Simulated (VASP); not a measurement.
Here is a VASP 6.6.1 calculation.

Contents of INCAR:

```
PREC = Accurate
ENCUT = 520
EDIFF = 1E-6
ISMEAR = 0
SIGMA = 0.02
LREAL = Auto
LASPH = T
NELM = 100
ALGO = Normal
ISIF = 2
LWAVE = F
LCHARG = F
GGA = PE
NELECT = 64.0
NBANDS = 46
```

Contents of KPOINTS:

```
Automatic mesh
0
Gamma
  3 3 3
```

File POSCAR:

```
Mg8HO8
1.0
    0.0000000000      3.8970000000      3.8970000000
    3.8970000000      0.0000000000      3.8970000000
    3.8970000000      3.8970000000      0.0000000000
Mg O H
8 8 1
Direct
    0.0005528612      0.0001312548     -0.0000894278
   -0.0029925584     -0.0033700282      0.5035971260
    0.0074863998      0.4955333590      0.0042644342
    0.0003734924      0.4935903259      0.5068443675
    0.4960968694      0.0138264049      0.0011576854
    0.4936200924      0.0000976392      0.5069965358
    0.4869083911      0.4824380293     -0.0085283551
    0.4979875545      0.4943252502      0.5165633821
    0.2435210418      0.2441764178      0.2592947139
    0.2483482166      0.2491403644      0.7550551706
    0.2729748525      0.7368434693      0.2428524506
    0.2439889659      0.7516502438      0.7506910444
    0.7412129843      0.2602027200      0.2481811650
    0.7537472415      0.2437410829      0.7497911214
    0.7497909931      0.7496490890      0.2562949705
    0.7378133179      0.7388017706      0.7748202463
    0.5896289453      0.6233885040      0.1115509366
```

Potentials or basis: VASP PAW PBE potentials, release 64 (Mg, O, H).

Launch:

```bash
$ cat potpaw_PBE.64/Mg/POTCAR potpaw_PBE.64/O/POTCAR potpaw_PBE.64/H/POTCAR > POTCAR
$ mpirun -np 1 vasp_std > vasp.out
```

**Question.** Predict the largest force.

**Answer.** 0.671 eV/Å.

Forces in eV/Å, atoms in the order of the input:
```
Mg  -0.029  0.001  0.001
Mg  -0.004  0.027  0.002
Mg   0.026 -0.026 -0.082
Mg  -0.019  0.019 -0.018
Mg   0.046 -0.021  0.123
Mg  -0.008  0.010 -0.021
Mg  -0.087  0.073 -0.007
Mg  -0.060  0.076  0.003
O    0.011  0.013 -0.029
O    0.009  0.007 -0.004
O   -0.155  0.104  0.133
O   -0.026  0.024 -0.031
O   -0.116  0.135 -0.100
O   -0.036  0.033  0.026
O   -0.007  0.021  0.003
O   -0.037 -0.041  0.048
H    0.492 -0.453 -0.047
```

Caveat: the k points lie up to 0.47 Å⁻¹ apart; the cell carries a net charge on a neutralising background, which shifts energy and pressure.
